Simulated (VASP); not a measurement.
# Ca2H5 (P2/m) in VASP: further runs

The runs below take Ca2H5 through single point, with PBE.

Program: VASP 6.6.1. These are calculated values, not measurements. Logs are shortened: lines on timing, memory, paths and dates and some standing lists are left out, and cuts for length are marked.

## 1. The cell of the first run

It takes space group P2/m (No. 10, monoclinic). The conventional cell has a = 4.298 Å, b = 4.454 Å, c = 7.300 Å, α = 90.00°, β = 105.14°, γ = 90.00°. Ca (site symmetry m) has 6 H at 2.14 to 2.64 Å within 2.8 Å. H (site symmetry m) has 1 H at 0.84 Å within 1.1 Å. Within 2.9 Å of H (site symmetry m) lie 3 Ca at 2.21 to 2.27 Å and 6 H at 2.54 to 2.80 Å. Within 2.8 Å of H (site symmetry 2/m) lie 2 Ca at 2.14 Å.

The cell was generated, and may not be a known phase.

## 2. Single point, PBE

INCAR reads:

```
  ALGO = Normal
  EDIFF = 1E-6
  ENCUT = 520
  GGA = PE
  ISIF = 2
  ISMEAR = 0
  LASPH = True
  LCHARG = False
  LREAL = False
  LWAVE = False
  NBANDS = 22
  NELM = 100
  PREC = Accurate
  SIGMA = 0.1
```

KPOINTS reads:

```
k-points
0
Gamma
  4 4 4
```

POSCAR reads:

```
Ca2H5
1.0
    4.2982607440      0.0000000000      0.0384089895
    0.0000000000      4.4540345312      0.0000000000
   -1.9699852431      0.0000000000      7.0295677720
Ca H
2 5
Direct
    0.1602958782      0.0000000000      0.8036073205
    0.8397041218      0.0000000000      0.1963926795
    0.3986506277      0.5000000000      0.9800156078
    0.6013493723      0.5000000000      0.0199843922
    0.6919069675      0.0000000000      0.8748410786
    0.3080930325      0.0000000000      0.1251589214
    0.0000000000      0.0000000000      0.5000000000
```

Potentials or basis: VASP PAW PBE potentials, release 64 (Ca_sv, H).

On the command line:

```
$ cat potpaw_PBE.64/Ca_sv/POTCAR potpaw_PBE.64/H/POTCAR > POTCAR
$ mpirun -np 1 vasp_std > vasp.out
```

OUTCAR:

```text
EDIFF = 1E-6
   ENCUT = 520
   GGA = PE
   ISIF = 2
   ISMEAR = 0
   LASPH = True
   LREAL = False
   NELM = 100
   PREC = Accurate

 ion  position               nearest neighbor table
   1  0.160  0.000  0.804-
   2  0.840  0.000  0.196-
   3  0.399  0.500  0.980-   4 0.84
   4  0.601  0.500  0.020-   3 0.84
   5  0.692  0.000  0.875-
   6  0.308  0.000  0.125-
   7  0.000  0.000  0.500-

  LATTYP: Found a simple monoclinic cell.
 ALAT       =     4.2984323507
 B/A-ratio  =     1.0361997509
 C/A-ratio  =     1.6983838298
 COS(beta)  =    -0.2612317763

  Lattice vectors:

 A1 = (   4.2982607440,   0.0000000000,   0.0384089895)
 A2 = (   0.0000000000,   4.4540345312,   0.0000000000)
 A3 = (  -1.9699852431,   0.0000000000,   7.0295677720)

Analysis of symmetry for initial positions (statically):
=====================================================================
 Subroutine PRICEL returns:
 Original cell was already a primitive cell.

 Routine SETGRP: Setting up the symmetry group for a
 simple monoclinic supercell.

 Subroutine GETGRP returns: Found  4 space group operations
 (whereof  4 operations were pure point group operations)
 out of a pool of  4 trial point group operations.

The static configuration has the point symmetry C_2h.

Analysis of symmetry for dynamics (positions and initial velocities):
=====================================================================
 Subroutine PRICEL returns:
 Original cell was already a primitive cell.

 Routine SETGRP: Setting up the symmetry group for a
 simple monoclinic supercell.

 Subroutine GETGRP returns: Found  4 space group operations
 (whereof  4 operations were pure point group operations)
 out of a pool of  4 trial point group operations.

The dynamic configuration has the point symmetry C_2h.

 Subroutine INISYM returns: Found  4 space group operations
 (whereof  4 operations are pure point group operations),
 and found     1 'primitive' translations

----------------------------------------------------------------------------------------

                                     Primitive cell

  volume of cell :     134.9153

  direct lattice vectors                    reciprocal lattice vectors
     4.298260744  0.000000000  0.038408989     0.232071083  0.000000000  0.065036233
     0.000000000  4.454034531  0.000000000     0.000000000  0.224515547  0.000000000
    -1.969985243  0.000000000  7.029567772    -0.001268018  0.000000000  0.141900904

  length of vectors
     4.298432351  4.454034531  7.300387998     0.241011823  0.224515547  0.141906570

  position of ions in fractional coordinates (direct lattice)
     0.160295878  0.000000000  0.803607320
     0.839704122  0.000000000  0.196392680
     0.398650628  0.500000000  0.980015608
     0.601349372  0.500000000  0.019984392
     0.691906968  0.000000000  0.874841079
     0.308093032  0.000000000  0.125158921
     0.000000000  0.000000000  0.500000000

  ion indices of the primitive-cell ions
   primitive index   ion index
                 1           1
                 2           2
                 3           3
                 4           4
                 5           5
                 6           6
                 7           7

----------------------------------------------------------------------------------------

 KPOINTS: k-points

Automatic generation of k-mesh.
 Grid dimensions read from file:
 generate k-points for:    4    4    4

 Generating k-lattice:

  Cartesian coordinates                     Fractional coordinates (reciprocal lattice)
     0.058017771  0.000000000  0.016259058     0.250000000  0.000000000  0.000000000
     0.000000000  0.056128887  0.000000000     0.000000000  0.250000000  0.000000000
    -0.000317004  0.000000000  0.035475226     0.000000000  0.000000000  0.250000000

  Length of vectors
     0.060252956  0.056128887  0.035476642

  Shift w.r.t. Gamma in fractional coordinates (k-lattice)
     0.000000000  0.000000000  0.000000000

 Subroutine IBZKPT returns following result:
 ===========================================

 Found     30 irreducible k-points:

 Following reciprocal coordinates:
            Coordinates               Weight
  0.000000  0.000000  0.000000      1.000000
  0.250000  0.000000 -0.000000      2.000000
  0.500000  0.000000 -0.000000      1.000000
  0.000000  0.250000  0.000000      2.000000
  0.250000  0.250000 -0.000000      4.000000
  0.500000  0.250000 -0.000000      2.000000
[... 16 lines left out ...]
  0.250000  0.000000  0.500000      2.000000
  0.500000  0.000000  0.500000      1.000000
 [... further k-points ...]
   k-points           NKPTS =     30   k-points in BZ     NKDIM =     30   number of bands    NBANDS=     22
   number of dos      NEDOS =    301   number of ions     NIONS =      7
   total plane-waves  NPLWV =  62208
   dimension x,y,z NGX =    32 NGY =   36 NGZ =   54
   dimension x,y,z NGXF=    64 NGYF=   72 NGZF=  108
   ions per type =               2   5
   NGX,Y,Z   is equivalent  to a cutoff of  12.38, 13.44, 12.30 a.u.
   NGXF,Y,Z  is equivalent  to a cutoff of  24.75, 26.87, 24.59 a.u.
 SYSTEM =  unknown system
   PREC   = accura    normal or accurate (medium, high low for compatibility)
   ISTART =      0    job   : 0-new  1-cont  2-samecut
   ICHARG =      2    charge: 1-file 2-atom 10-const
   ISPIN  =      1    spin polarized calculation?
   LNONCOLLINEAR =      F non collinear calculations
   LSORBIT =      F    spin-orbit coupling
   LASPH  =      T    aspherical Exc in radial PAW
   ENCUT  =  520.0 eV  38.22 Ry    6.18 a.u.   7.99  8.28 13.57*2*pi/ulx,y,z
   NELM   =    100;   NELMIN=  2; NELMDL= -5     # of ELM steps
   EDIFF  = 0.1E-05   stopping-criterion for ELM
   LREAL  =      F    real-space projection
[... 7 lines left out ...]
   TEBEG  =    0.0;   TEEND  =   0.0 temperature during run
   PSTRESS=    0.0 pullay stress
   NELECT =      25.0000    total number of electrons
   NUPDOWN=      -1.0000    fix difference up-down
   EMIN   =  10.00;   EMAX   =-10.00  energy-range for DOS
   EFERMI =   0.00;   METHOD = LEGACY
   ISMEAR =     0;   SIGMA  =   0.10  broadening in eV -4-tet -1-fermi 0-gaus
   EFERMI_NEDOS =   21; number of points for ismear=-14 and -15
   IALGO  =     38    algorithm
   IMIX   =      4    mixing-type and parameters
     AMIX     =   0.40;   BMIX     =  1.00
     AMIX_MAG =   1.60;   BMIX_MAG =  1.00
  volume/ion in A,a.u.               =      19.27       130.06
  Fermi-wavevector in a.u.,A,eV,Ry     =   0.933328  1.763735 11.852059  0.871102
  Thomas-Fermi vector in A             =   2.060018
   LORBIT       =      0    0 simple, 1 ext, 2 COOP (PROOUT), +10 PAW based schemes
   GGA     = PE    functional components
   LHFCALC =     F    Hartree Fock is set to
   AEXX    =    0.0000 exact exchange contribution
   IVDW    =     0    specifies the selected vdW correction
   LEPSILON=     F    determine dielectric tensor
   LRPA    =     F    only Hartree local field effects (RPA)
 non-spin polarized calculation
 Gauss-broadening in eV      SIGMA  =   0.10
  energy-cutoff  :      520.00
  volume of cell :      134.92
 maximum number of plane-waves:      3660
   NGX = 15   NGY = 17   NGZ = 27

 number of electron      25.0000002 magnetization

 Free energy of the ion-electron system (eV)
  ---------------------------------------------------
  ext. energy  EPLUGINS =         0.00000000
  ---------------------------------------------------
  free energy    TOTEN  =       -21.39549706 eV

  energy without entropy =      -21.38015639  energy(sigma->0) =      -21.38782673

 E-fermi :   0.8940     XC(G=0):  -6.5411

 val. band max:        0.8766613842   @ k =   0.2500   0.2500   0.2500
 cond. band min:       0.9328849321   @ k =   0.0000   0.0000   0.0000
 fundamental gap:      0.0562235479
 Fermi energy:         0.8939760105

 k-point     1 :       0.0000    0.0000    0.0000
  band No.  band energies     occupation
      1     -41.0043      2.00000
      2     -40.9831      2.00000
      3     -22.1271      2.00000
      4     -22.1030      2.00000
      5     -22.0349      2.00000
      6     -21.9949      2.00000
[... 14 lines left out ...]
     21       4.4557      0.00000
     22       4.4912      0.00000

 k-point     2 :       0.2500    0.0000   -0.0000
  band No.  band energies     occupation
      1     -41.0003      2.00000
      2     -40.9853      2.00000
      3     -22.1224      2.00000
      4     -22.1053      2.00000
      5     -22.0442      2.00000
      6     -22.0228      2.00000
[... 14 lines left out ...]
     21       4.5310      0.00000
     22       5.1311      0.00000

 k-point     3 :       0.5000    0.0000   -0.0000
  band No.  band energies     occupation
      1     -40.9928      2.00000
      2     -40.9910      2.00000
      3     -22.1133      2.00000
      4     -22.1121      2.00000
      5     -22.0619      2.00000
      6     -22.0467      2.00000
[... 14 lines left out ...]
     21       4.3777      0.00000
     22       4.4113      0.00000

 k-point     4 :       0.0000    0.2500    0.0000
  band No.  band energies     occupation
      1     -41.0039      2.00000
      2     -40.9827      2.00000
      3     -22.1388      2.00000
      4     -22.1122      2.00000
      5     -22.0333      2.00000
      6     -21.9938      2.00000
[... 14 lines left out ...]
     21       4.4493      0.00000
     22       4.5244      0.00000

 k-point     5 :       0.2500    0.2500   -0.0000
  band No.  band energies     occupation
      1     -40.9999      2.00000
      2     -40.9849      2.00000
      3     -22.1336      2.00000
      4     -22.1148      2.00000
      5     -22.0429      2.00000
      6     -22.0212      2.00000
[... 417 lines left out ...]
 k-point    22 :       0.0000    0.0000    0.5000
  band No.  band energies     occupation
      1     -41.0033      2.00000
      2     -40.9842      2.00000
      3     -22.1259      2.00000
      4     -22.1042      2.00000
      5     -22.0100      2.00000
      6     -21.9937      2.00000
[... 14 lines left out ...]
     21       4.8856      0.00000
     22       5.2599      0.00000

 k-point    23 :       0.2500    0.0000    0.5000
  band No.  band energies     occupation
      1     -40.9996      2.00000
      2     -40.9861      2.00000
      3     -22.1215      2.00000
      4     -22.1062      2.00000
      5     -22.0317      2.00000
      6     -22.0266      2.00000
[... 14 lines left out ...]
     21       4.4460      0.00000
     22       4.8082      0.00000

 k-point    24 :       0.5000    0.0000    0.5000
  band No.  band energies     occupation
      1     -40.9921      2.00000
      2     -40.9918      2.00000
      3     -22.1133      2.00000
      4     -22.1121      2.00000
      5     -22.0560      2.00000
      6     -22.0545      2.00000
[... 14 lines left out ...]
     21       4.3804      0.00000
     22       4.4141      0.00000

 [... further k-points ...]
[... 5 lines left out ...]
  --------------------------------------------------------------------------------------
  -------------------------------------------------------------------------------------
  Total        0.1368119      0.1155749      0.1099951      0.0000000      0.0000000      0.0267787
  in kB        1.6247004      1.3725024      1.3062394      0.0000000      0.0000000      0.3180088
  external PRESSURE =       1.4344807 kB  Pullay stress =       0.0000000 kB

 VOLUME and BASIS-vectors are now :
 -----------------------------------------------------------------------------
  energy-cutoff  :      520.00
  volume of cell :      134.92
      direct lattice vectors                 reciprocal lattice vectors
     4.298260744  0.000000000  0.038408989     0.232071083  0.000000000  0.065036233
     0.000000000  4.454034531  0.000000000     0.000000000  0.224515547  0.000000000
    -1.969985243  0.000000000  7.029567772    -0.001268018  0.000000000  0.141900904

 POSITION                                       TOTAL-FORCE (eV/Angst)
 -----------------------------------------------------------------------------------
     -0.89410      0.00000      5.65517        -0.002868      0.000000     -0.019869
      3.22238      0.00000      1.41281         0.002868     -0.000000      0.019869
     -0.21711      2.22702      6.90440         0.007486      0.000000      0.005949
      2.54539      2.22702      0.16358        -0.007486      0.000000     -0.005949
      1.25057      0.00000      6.17633        -0.005350      0.000000     -0.004149
      1.07770      0.00000      0.89165         0.005350      0.000000      0.004149
     -0.98499      0.00000      3.51478        -0.000000      0.000000      0.000000
 -----------------------------------------------------------------------------------
    total drift:                                0.000000     -0.000000     -0.000000

  FREE ENERGIE OF THE ION-ELECTRON SYSTEM (eV)
  ---------------------------------------------------
  free  energy   TOTEN  =       -21.3954970575 eV

  energy  without entropy=      -21.3801563936  energy(sigma->0) =      -21.38782673
```

Run time: 1.8 min. Hardware: 1 thread of Intel Xeon 8259CL, shared host; peak memory 0.27 GiB.

Results:

```
Free energy            : -21.3955 eV
Pressure               : 0.1 GPa
Largest force          : 0.020 eV/Å
Band gap on the k mesh : zero (an odd number of electrons rules out a gap without spin polarisation)
```

Forces on the atoms (eV/Å):
```
Ca  -0.003  0.000 -0.020
Ca   0.003  0.000  0.020
H    0.007  0.000  0.006
H   -0.007  0.000 -0.006
H   -0.005  0.000 -0.004
H    0.005  0.000  0.004
H    0.000  0.000  0.000
```

Levels at points of the mesh, in eV from the Fermi level:
```tsv
k point	band 10	band 11	band 12	band 13	band 14	band 15
(0.00, 0.00, 0.00)	-4.77	-3.96	-3.28	0.04	0.84	1.80
(0.50, 0.00, 0.00)	-4.25	-3.20	-3.20	-0.45	0.75	1.82
(0.00, 0.50, 0.00)	-5.27	-3.75	-3.15	0.48	1.53	1.77
(0.50, 0.50, 0.00)	-3.87	-3.74	-2.93	-0.50	1.28	1.32
(0.00, 0.00, 0.50)	-4.37	-4.20	-3.69	0.09	1.14	1.93
(0.50, 0.00, 0.50)	-4.02	-3.65	-3.00	-0.49	0.77	1.75
(0.00, 0.50, 0.50)	-5.04	-3.84	-3.49	0.18	1.66	1.98
(0.50, 0.50, 0.50)	-3.94	-3.61	-3.02	-0.53	1.31	1.31
```

Caveat: the k points lie up to 0.38 Å⁻¹ apart, too coarse for converged energies and pressures of a metal.

[end of part 1 of 2]

The gap in the log of VASP goes by the Fermi energy; the results here count the filled bands.